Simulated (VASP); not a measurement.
# TiB2 (P6/mmm) in VASP: a series of runs, part 2 of 2

VASP 6.6.1. Earlier steps stand in the parts before.

## Step 4: Relaxation of cell and atoms, PBEsol

This run uses another cell than the first one, of 8.55 Å³/atom.

INCAR

```
  PREC = Accurate
  ENCUT = 600
  EDIFF = 1E-7
  ISMEAR = -1
  SIGMA = 0.05
  LREAL = False
  LASPH = True
  NELM = 60
  ALGO = Normal
  ISIF = 3
  LWAVE = False
  LCHARG = False
  GGA = PS
  IBRION = 2
  NSW = 100
  EDIFFG = -0.002
```

KPOINTS

```
regular mesh
0
Gamma
  12 12 10
```

POSCAR

```
TiB2
1.0
    3.0292000000      0.0000000000      0.0000000000
   -1.5146000000      2.6233641531      0.0000000000
    0.0000000000      0.0000000000      3.2284000000
Ti B
1 2
Direct
    0.0000000000      0.0000000000      0.0000000000
    0.3333333333      0.6666666667      0.5000000000
    0.6666666667      0.3333333333      0.5000000000
```

Potentials or basis: VASP PAW PBE potentials, release 64 (Ti_sv, B).

The run is started by

```bash
$ cat potpaw_PBE.64/Ti_sv/POTCAR potpaw_PBE.64/B/POTCAR > POTCAR
$ mpirun -np 1 vasp_std > vasp.out
```

OUTCAR:

```text
PREC = Accurate
   ENCUT = 600
   EDIFF = 1E-7
   ISMEAR = -1
   LREAL = False
   LASPH = True
   NELM = 60
   ISIF = 3
   GGA = PS
   IBRION = 2
   NSW = 100
   EDIFFG = -0.002

 ion  position               nearest neighbor table
   1  0.000  0.000  0.000-   2 2.38   3 2.38   2 2.38   3 2.38   2 2.38   2 2.38   3 2.38   3 2.38
                             3 2.38   3 2.38   2 2.38   2 2.38
   2  0.333  0.667  0.500-   3 1.75   3 1.75   3 1.75   1 2.38   1 2.38   1 2.38   1 2.38   1 2.38
                             1 2.38
   3  0.667  0.333  0.500-   2 1.75   2 1.75   2 1.75   1 2.38   1 2.38   1 2.38   1 2.38   1 2.38
                             1 2.38

  LATTYP: Found a hexagonal cell.
 ALAT       =     3.0292000000
 C/A-ratio  =     1.0657599366

  Lattice vectors:

 A1 = (   3.0292000000,   0.0000000000,   0.0000000000)
 A2 = (  -1.5146000000,   2.6233641531,   0.0000000000)
 A3 = (   0.0000000000,   0.0000000000,   3.2284000000)

Analysis of symmetry for initial positions (statically):
=====================================================================
 Subroutine PRICEL returns:
 Original cell was already a primitive cell.

 Routine SETGRP: Setting up the symmetry group for a
 hexagonal supercell.

 Subroutine GETGRP returns: Found 24 space group operations
 (whereof 24 operations were pure point group operations)
 out of a pool of 24 trial point group operations.

The static configuration has the point symmetry D_6h.

Analysis of symmetry for dynamics (positions and initial velocities):
=====================================================================
 Subroutine PRICEL returns:
 Original cell was already a primitive cell.

 Routine SETGRP: Setting up the symmetry group for a
 hexagonal supercell.

 Subroutine GETGRP returns: Found 24 space group operations
 (whereof 24 operations were pure point group operations)
 out of a pool of 24 trial point group operations.

The dynamic configuration has the point symmetry D_6h.

 Subroutine INISYM returns: Found 24 space group operations
 (whereof 24 operations are pure point group operations),
 and found     1 'primitive' translations

----------------------------------------------------------------------------------------

                                     Primitive cell
[... 109 lines left out ...]
   EFERMI_NEDOS =   21; number of points for ismear=-14 and -15
   IALGO  =     38    algorithm
   IMIX   =      4    mixing-type and parameters
     AMIX     =   0.40;   BMIX     =  1.00
     AMIX_MAG =   1.60;   BMIX_MAG =  1.00
  volume/ion in A,a.u.               =       8.55        57.71
  Fermi-wavevector in a.u.,A,eV,Ry     =   1.454703  2.748990 28.792122  2.116161
  Thomas-Fermi vector in A             =   2.571823
   LORBIT       =      0    0 simple, 1 ext, 2 COOP (PROOUT), +10 PAW based schemes
   GGA     = PS    functional components
   LHFCALC =     F    Hartree Fock is set to
   AEXX    =    0.0000 exact exchange contribution
   IVDW    =     0    specifies the selected vdW correction
   LEPSILON=     F    determine dielectric tensor
   LRPA    =     F    only Hartree local field effects (RPA)
 conjugate gradient relaxation of ions
 non-spin polarized calculation
  energy-cutoff  :      600.00
  volume of cell :       25.66
 maximum number of plane-waves:       879
   NGX = 13   NGY = 13   NGZ = 13

--------------------------------------- Ionic step        1  -------------------------------------------

 number of electron      18.0000002 magnetization

 Free energy of the ion-electron system (eV)
  ---------------------------------------------------
  ext. energy  EPLUGINS =         0.00000000
  ---------------------------------------------------
  free energy    TOTEN  =       -25.78697505 eV

  energy without entropy =      -25.78334254  energy(sigma->0) =      -25.78515879

 E-fermi :   9.9184     XC(G=0): -12.8718

 val. band max:        9.9125865905   @ k =   0.0833  -0.0000   0.3000
 cond. band min:       9.9258940247   @ k =   0.0833  -0.0000   0.4000
 fundamental gap:      0.0133074342
 Fermi energy:         9.9183905388

 k-point     1 :       0.0000    0.0000    0.0000
  band No.  band energies     occupation
      1     -46.7959      2.00000
      2     -23.2544      2.00000
      3     -22.9356      2.00000
      4     -22.9356      2.00000
      5      -3.5615      2.00000
      6       7.3135      2.00000
      7       7.3135      2.00000
      8       7.6016      2.00000
      9       7.7569      2.00000
     10      11.7991      0.00000
     11      11.7991      0.00000
     12      13.5866      0.00000
     13      13.5866      0.00000
[... 478 lines left out ...]
--------------------------------------- Ionic step        4  -------------------------------------------

 number of electron      18.0000004 magnetization

 Free energy of the ion-electron system (eV)
  ---------------------------------------------------
  ext. energy  EPLUGINS =         0.00000000
  ---------------------------------------------------
  free energy    TOTEN  =       -25.79623500 eV

  energy without entropy =      -25.79267133  energy(sigma->0) =      -25.79445316

 E-fermi :  10.1414     XC(G=0): -12.9711

 val. band max:       10.1347843970   @ k =   0.3333   0.1667   0.0000
 cond. band min:      10.1638470835   @ k =   0.1667   0.1667   0.2000
 fundamental gap:      0.0290626866
 Fermi energy:        10.1413691788

 k-point     1 :       0.0000    0.0000    0.0000
  band No.  band energies     occupation
      1     -46.5088      2.00000
      2     -22.9650      2.00000
      3     -22.6487      2.00000
      4     -22.6487      2.00000
      5      -3.4358      2.00000
      6       7.4276      2.00000
      7       7.4276      2.00000
      8       7.9311      2.00000
      9       7.9563      2.00000
     10      12.0884      0.00000
     11      12.0884      0.00000
     12      13.9672      0.00000
     13      13.9672      0.00000
[... 398 lines left out ...]
  FREE ENERGIE OF THE ION-ELECTRON SYSTEM (eV)
  ---------------------------------------------------
  free  energy   TOTEN  =       -25.7962349957 eV

  energy  without entropy=      -25.7926713279  energy(sigma->0) =      -25.79445316

 reached required accuracy - stopping structural energy minimisation
```

OSZICAR:

```text
N       E                     dE             d eps       ncg     rms          rms(c)
DAV:   1     0.133965979445E+03    0.13397E+03   -0.10136E+04  2964   0.175E+03
DAV:   2    -0.205430394401E+02   -0.15451E+03   -0.15082E+03  3034   0.412E+02
DAV:   3    -0.305069691442E+02   -0.99639E+01   -0.98547E+01  4325   0.979E+01
[... 41 lines left out ...]
DAV:   3    -0.257963138800E+02    0.43898E-03   -0.50715E-04  3472   0.310E-01    0.645E-02
DAV:   4    -0.257962368449E+02    0.77035E-04   -0.14786E-04  3577   0.148E-01    0.786E-03
DAV:   5    -0.257962352951E+02    0.15498E-05   -0.13098E-05  3201   0.438E-02    0.412E-03
DAV:   6    -0.257962350528E+02    0.24231E-06   -0.82201E-07  3349   0.113E-02    0.183E-03
DAV:   7    -0.257962349957E+02    0.57119E-07   -0.62901E-08  1722   0.307E-03
   4 F= -.25796235E+02 E0= -.25794453E+02  d E =-.718026E-03
```

It took 3.2 min on 1 thread of Intel Xeon 8259CL, shared host; peak memory 0.19 GiB.

What came out:

```yaml
Free_energy: -25.7962 eV
Relaxed_volume: 8.38 Å³/atom
Relaxed_cell: a = 3.019 Å, b = 3.019 Å, c = 3.186 Å, α = 90.00°, β = 90.00°, γ = 120.00°
Space_group_after_relaxing_to_0.1_Å: P6/mmm (No. 191)
Energy_gained_by_relaxing: 3.1 meV/atom
Ionic_steps: 4
Pressure_after_relaxing: 0.0 GPa
Band_gap_on_the_k_mesh: zero (bands 9 and 10 overlap by 0.55 eV)
```

Step by step:
| step | energy change (eV) | largest force (eV/Å) | pressure (GPa) | volume (Å³) |
| --- | --- | --- | --- | --- |
| 1 | 0.0000 | 0.0000 | -4.80 | 25.66 |
| 2 | -0.0026 | 0.0000 | 4.85 | 24.71 |
| 3 | -0.0085 | 0.0000 | 0.31 | 25.14 |
| 4 | -0.0093 | 0.0000 | 0.00 | 25.14 |

Final structure:
```
Ti B
1.0
     3.01876    0.00000    0.00000
    -1.50938    2.61432    0.00000
     0.00000    0.00000    3.18601
Ti B
1 2
Direct
  0.00000 0.00000 0.00000
  0.33333 0.66667 0.50000
  0.66667 0.33333 0.50000
```

Caveat: the PAW data sets were made with another functional, which shifts forces and pressure a little.

The gap in the log of VASP goes by the Fermi energy; the results here count the filled bands.